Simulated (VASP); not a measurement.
# Cr (Fd-3m) in VASP: a series of runs

Runs on Cr. Level: PBE. Tasks: single point, relaxation of cell and atoms.

All numbers are computed with VASP 6.6.1; they aren't measurements. Logs are shortened: lines on timing, memory, paths and dates and some standing lists are left out, and cuts for length are marked.

## 1. The cell of the first run

The structure is cubic, space group Fd-3m (No. 227). The conventional cell has a = 5.094 Å, b = 5.094 Å, c = 5.094 Å, α = 90.00°, β = 90.00°, γ = 90.00°. Cr (site symmetry -43m) has 4 Cr at 2.21 Å within 2.9 Å.

## 2. Single point, PBE

INCAR

```
ALGO = Fast ; EDIFF = 1E-6
ENCUT = 520 ; GGA = PE
ISIF = 2 ; ISMEAR = 0
LASPH = T ; LCHARG = F
LREAL = F ; LWAVE = F
NBANDS = 19 ; NELM = 80
PREC = Accurate ; SIGMA = 0.1
```

KPOINTS

```
k-points
0
Gamma
  6 6 6
```

POSCAR

```
Cr
1.0
    0.0000000000      2.5469361536      2.5469361536
    2.5469361536      0.0000000000      2.5469361536
    2.5469361536      2.5469361536      0.0000000000
Cr
2
Direct
    0.5000000000      0.5000000000      0.5000000000
    0.7500000000      0.7500000000      0.7500000000
```

Potentials or basis: VASP PAW PBE potentials, release 64 (Cr_pv).

The run is started by

```console
$ cat potpaw_PBE.64/Cr_pv/POTCAR > POTCAR
$ mpirun -np 1 vasp_std > vasp.out
```

OUTCAR:

```text
EDIFF = 1E-6
   ENCUT = 520
   GGA = PE
   ISIF = 2
   ISMEAR = 0
   LASPH = T
   LREAL = F
   NELM = 80
   PREC = Accurate

 ion  position               nearest neighbor table
   1  0.500  0.500  0.500-   2 2.21   2 2.21   2 2.21   2 2.21
   2  0.750  0.750  0.750-   1 2.21   1 2.21   1 2.21   1 2.21

  LATTYP: Found a face centered cubic cell.
 ALAT       =     5.0938723072

  Lattice vectors:

 A1 = (   0.0000000000,   2.5469361536,   2.5469361536)
 A2 = (   2.5469361536,   0.0000000000,   2.5469361536)
 A3 = (   2.5469361536,   2.5469361536,   0.0000000000)

Analysis of symmetry for initial positions (statically):
=====================================================================
 Subroutine PRICEL returns:
 Original cell was already a primitive cell.

 Routine SETGRP: Setting up the symmetry group for a
 face centered cubic supercell.

 Subroutine GETGRP returns: Found 48 space group operations
 (whereof 24 operations were pure point group operations)
 out of a pool of 48 trial point group operations.

The static configuration has the point symmetry T_d .
 The point group associated with its full space group is O_h .

Analysis of symmetry for dynamics (positions and initial velocities):
=====================================================================
 Subroutine PRICEL returns:
 Original cell was already a primitive cell.

 Routine SETGRP: Setting up the symmetry group for a
 face centered cubic supercell.

 Subroutine GETGRP returns: Found 48 space group operations
 (whereof 24 operations were pure point group operations)
 out of a pool of 48 trial point group operations.

The dynamic configuration has the point symmetry T_d .
 The point group associated with its full space group is O_h .

 Subroutine INISYM returns: Found 48 space group operations
 (whereof 24 operations are pure point group operations),
 and found     1 'primitive' translations

----------------------------------------------------------------------------------------

                                     Primitive cell

  volume of cell :      33.0434

  direct lattice vectors                    reciprocal lattice vectors
     0.000000000  2.546936154  2.546936154    -0.196314305  0.196314305  0.196314305
     2.546936154  0.000000000  2.546936154     0.196314305 -0.196314305  0.196314305
     2.546936154  2.546936154  0.000000000     0.196314305  0.196314305 -0.196314305

  length of vectors
     3.601911651  3.601911651  3.601911651     0.340026350  0.340026350  0.340026350

  position of ions in fractional coordinates (direct lattice)
     0.500000000  0.500000000  0.500000000
     0.750000000  0.750000000  0.750000000

  ion indices of the primitive-cell ions
   primitive index   ion index
                 1           1
                 2           2

----------------------------------------------------------------------------------------

 KPOINTS: k-points

Automatic generation of k-mesh.
 Grid dimensions read from file:
 generate k-points for:    6    6    6

 Generating k-lattice:

  Cartesian coordinates                     Fractional coordinates (reciprocal lattice)
    -0.032719051  0.032719051  0.032719051     0.166666667  0.000000000  0.000000000
     0.032719051 -0.032719051  0.032719051     0.000000000  0.166666667  0.000000000
     0.032719051  0.032719051 -0.032719051     0.000000000  0.000000000  0.166666667

  Length of vectors
     0.056671058  0.056671058  0.056671058

  Shift w.r.t. Gamma in fractional coordinates (k-lattice)
     0.000000000  0.000000000  0.000000000

 Subroutine IBZKPT returns following result:
 ===========================================

 Found     16 irreducible k-points:

 Following reciprocal coordinates:
            Coordinates               Weight
  0.000000  0.000000  0.000000      1.000000
  0.166667  0.000000  0.000000      8.000000
  0.333333  0.000000  0.000000      8.000000
  0.500000  0.000000  0.000000      4.000000
  0.166667  0.166667  0.000000      6.000000
  0.333333  0.166667  0.000000     24.000000
[... 8 lines left out ...]
 -0.333333  0.333333  0.166667     24.000000
 -0.333333  0.500000  0.166667     12.000000
   k-points           NKPTS =     16   k-points in BZ     NKDIM =     16   number of bands    NBANDS=     19
   number of dos      NEDOS =    301   number of ions     NIONS =      2
   total plane-waves  NPLWV =  21952
   dimension x,y,z NGX =    28 NGY =   28 NGZ =   28
   dimension x,y,z NGXF=    56 NGYF=   56 NGZF=   56
   ions per type =               2
   NGX,Y,Z   is equivalent  to a cutoff of  12.92, 12.92, 12.92 a.u.
   NGXF,Y,Z  is equivalent  to a cutoff of  25.85, 25.85, 25.85 a.u.
 SYSTEM =  unknown system
   PREC   = accura    normal or accurate (medium, high low for compatibility)
   ISTART =      0    job   : 0-new  1-cont  2-samecut
   ICHARG =      2    charge: 1-file 2-atom 10-const
   ISPIN  =      1    spin polarized calculation?
   LNONCOLLINEAR =      F non collinear calculations
[... 126 lines left out ...]
      5     -35.4606      2.00000
      6     -35.4542      2.00000
[... 11 lines left out ...]
     18      13.3808      0.00000
     19      15.5632      0.00000

 k-point     7 :       0.5000    0.1667    0.0000
  band No.  band energies     occupation
      1     -36.5346      2.00000
      2     -36.4923      2.00000
      3     -36.2552      2.00000
      4     -35.6945      2.00000
      5     -35.4413      2.00000
      6     -35.4082      2.00000
[... 11 lines left out ...]
     18      10.4737      0.00000
     19      14.9188      0.00000

 k-point     8 :      -0.3333    0.1667    0.0000
  band No.  band energies     occupation
      1     -36.5345      2.00000
      2     -36.4661      2.00000
      3     -36.2755      2.00000
      4     -35.6725      2.00000
      5     -35.4676      2.00000
      6     -35.4084      2.00000
[... 11 lines left out ...]
     18      11.3131      0.00000
     19      14.2837      0.00000

 k-point     9 :      -0.1667    0.1667    0.0000
  band No.  band energies     occupation
      1     -36.4745      2.00000
      2     -36.4174      2.00000
      3     -36.3266      2.00000
      4     -35.6178      2.00000
      5     -35.5169      2.00000
      6     -35.4638      2.00000
[... 11 lines left out ...]
     18      14.7603      0.00000
     19      14.9138      0.00000

 k-point    10 :       0.3333    0.3333    0.0000
  band No.  band energies     occupation
      1     -36.5221      2.00000
      2     -36.5221      2.00000
      3     -36.1772      2.00000
      4     -35.7796      2.00000
      5     -35.4118      2.00000
      6     -35.4118      2.00000
[... 11 lines left out ...]
     18      13.6635      0.00000
     19      13.6636      0.00000

 k-point    11 :       0.5000    0.3333    0.0000
  band No.  band energies     occupation
      1     -36.5661      2.00000
      2     -36.5415      2.00000
      3     -36.0981      2.00000
      4     -35.8585      2.00000
      5     -35.3920      2.00000
      6     -35.3730      2.00000
[... 11 lines left out ...]
     18      11.0463      0.00000
     19      12.0079      0.00000

 k-point    12 :      -0.3333    0.3333    0.0000
  band No.  band energies     occupation
      1     -36.5845      2.00000
      2     -36.5151      2.00000
      3     -36.1375      2.00000
      4     -35.8127      2.00000
      5     -35.4182      2.00000
      6     -35.3611      2.00000
[... 11 lines left out ...]
     18      10.7585      0.00000
     19      11.2933      0.00000

 k-point    13 :       0.5000    0.5000    0.0000
  band No.  band energies     occupation
      1     -36.5645      2.00000
      2     -36.5645      2.00000
      3     -35.9818      2.00000
      4     -35.9818      2.00000
      5     -35.3689      2.00000
      6     -35.3689      2.00000
[... 11 lines left out ...]
     18      10.3727      0.00000
     19      11.8792      0.00000

 k-point    14 :       0.5000    0.3333    0.1667
  band No.  band energies     occupation
      1     -36.5505      2.00000
      2     -36.5052      2.00000
      3     -36.1893      2.00000
      4     -35.7608      2.00000
      5     -35.4297      2.00000
      6     -35.3906      2.00000
[... 11 lines left out ...]
     18      12.3585      0.00000
     19      12.5597      0.00000

 k-point    15 :      -0.3333    0.3333    0.1667
  band No.  band energies     occupation
      1     -36.5755      2.00000
      2     -36.5273      2.00000
      3     -36.1301      2.00000
      4     -35.8192      2.00000
      5     -35.4083      2.00000
      6     -35.3687      2.00000
[... 11 lines left out ...]
     18      10.1381      0.00000
     19      12.6189      0.00000

 k-point    16 :      -0.3333    0.5000    0.1667
  band No.  band energies     occupation
      1     -36.5675      2.00000
      2     -36.5675      2.00000
      3     -35.9768      2.00000
      4     -35.9768      2.00000
      5     -35.3711      2.00000
      6     -35.3711      2.00000
[... 11 lines left out ...]
     18      10.4185      0.00000
     19      11.0902      0.00000

------------------------ aborting loop because EDIFF is reached ----------------------------------------

  FORCE on cell =-STRESS in cart. coord.  units (eV):
  Direction    XX          YY          ZZ          XY          YZ          ZX
  --------------------------------------------------------------------------------------
  -------------------------------------------------------------------------------------
  Total        0.0977876      0.0977876      0.0977876      0.0000000     -0.0000000     -0.0000000
  in kB        4.7414408      4.7414408      4.7414408      0.0000000     -0.0000000     -0.0000000
  external PRESSURE =       4.7414408 kB  Pullay stress =       0.0000000 kB

 VOLUME and BASIS-vectors are now :
 -----------------------------------------------------------------------------
  energy-cutoff  :      520.00
  volume of cell :       33.04
      direct lattice vectors                 reciprocal lattice vectors
     0.000000000  2.546936154  2.546936154    -0.196314305  0.196314305  0.196314305
     2.546936154  0.000000000  2.546936154     0.196314305 -0.196314305  0.196314305
     2.546936154  2.546936154  0.000000000     0.196314305  0.196314305 -0.196314305

 POSITION                                       TOTAL-FORCE (eV/Angst)
 -----------------------------------------------------------------------------------
      2.54694      2.54694      2.54694         0.000000      0.000000      0.000000
      3.82040      3.82040      3.82040        -0.000000     -0.000000     -0.000000
 -----------------------------------------------------------------------------------
    total drift:                                0.000000      0.000000      0.000000

  FREE ENERGIE OF THE ION-ELECTRON SYSTEM (eV)
  ---------------------------------------------------
  free  energy   TOTEN  =       -14.7400495402 eV

  energy  without entropy=      -14.7206091862  energy(sigma->0) =      -14.73032936
```

Wall time 16 s (1 thread of Intel Xeon Platinum 8488C (Sapphire Rapids), shared host); peak memory 0.14 GiB.

What came out:

```
Free energy            : -14.7400 eV
Pressure               : 0.5 GPa
Band gap on the k mesh : zero (band 12 reaches 6.51 eV, above the bottom of band 13 at 6.03 eV)
```

Levels at points of the mesh, in eV from the Fermi level:
```csv
k point,band 10,band 11,band 12,band 13,band 14,band 15
"(0.00, 0.00, 0.00)",-1.04,-1.04,-1.04,1.08,1.08,1.08
"(0.50, 0.00, 0.00)",-1.42,-1.07,-1.07,-0.02,1.83,1.83
"(0.50, 0.50, 0.00)",-0.97,-0.08,-0.08,0.77,0.77,3.00
```

Caveat: the run has no spin polarisation, though such a crystal can be magnetic. Spin polarisation is off, so any magnetic state and its effect on volume and gap are missing.

[end of part 1 of 2]
